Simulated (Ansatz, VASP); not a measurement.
## Two plane-wave programs on ZnS

The input INCAR:

```
PREC = Accurate
ENCUT = 520
EDIFF = 1E-7
ISMEAR = 0
SIGMA = 0.05
LREAL = False
LASPH = True
NELM = 100
ALGO = Normal
ISIF = 2
LWAVE = False
LCHARG = False
GGA = PE
NBANDS = 16
```

KPOINTS

```
regular mesh
0
Gamma
  10 10 10
```

The input POSCAR:

```
ZnS
1.0
    0.0000000000      2.7046500000      2.7046500000
    2.7046500000      0.0000000000      2.7046500000
    2.7046500000      2.7046500000      0.0000000000
Zn S
1 1
Direct
   -0.0400248370     -0.0400248370     -0.0400248370
    0.7500000000      0.7500000000      0.7500000000
```

Input for Ansatz:

```yaml
crystal:
  lattice:
    - [0.0, 2.70465, 2.70465]
    - [2.70465, 0.0, 2.70465]
    - [2.70465, 2.70465, 0.0]
  atoms:
    - { symbol: Zn, position: [-0.040024837, -0.040024837, -0.040024837] }
    - { symbol: S, position: [0.75, 0.75, 0.75] }
basis:
  ecutwfc: 420
kpoints:
  mp_grid: { grid: [10, 10, 10] }
hamiltonian:
  xc: pbe
scf:
  occupations: { method: gaussian, width: 0.05 }
output:
  forces: true
  stress: true
  eigenvalues: true
```

Change from the starting cell: all Zn atoms moved +0.375 Å, as atom 1 towards its neighbour atom 2 (S) at 2.342 Å.

Alike in both runs: task single point; functional PBE; k mesh 10 × 10 × 10; occupations gaussian, width 0.05 eV; no spin polarisation.

|  | VASP | Ansatz |
| --- | --- | --- |
| version | VASP 6.6.1 | Ansatz 0.2.0 |
| potentials or method | VASP PAW PBE potentials, release 64 (Zn, S), cutoff 520 eV | scalar-relativistic, plane waves, PAW |
| valence electrons in the cell | 18 | 18 |

```csv
,VASP,Ansatz,Ansatz less VASP
gap on the k mesh at the Fermi level (eV),1.98,1.97,-0.013
least direct gap on the mesh (eV),1.98,1.97,-0.013
pressure (GPa),9.4,9.2,-0.17
"traceless stress, the component that is largest in VASP (GPa)",11.49,11.43,-0.065
rms of the force components (eV/Å),2.984,2.972,-0.0126
```

Atom by atom the forces differ by 0.013 eV/Å (rms over components).
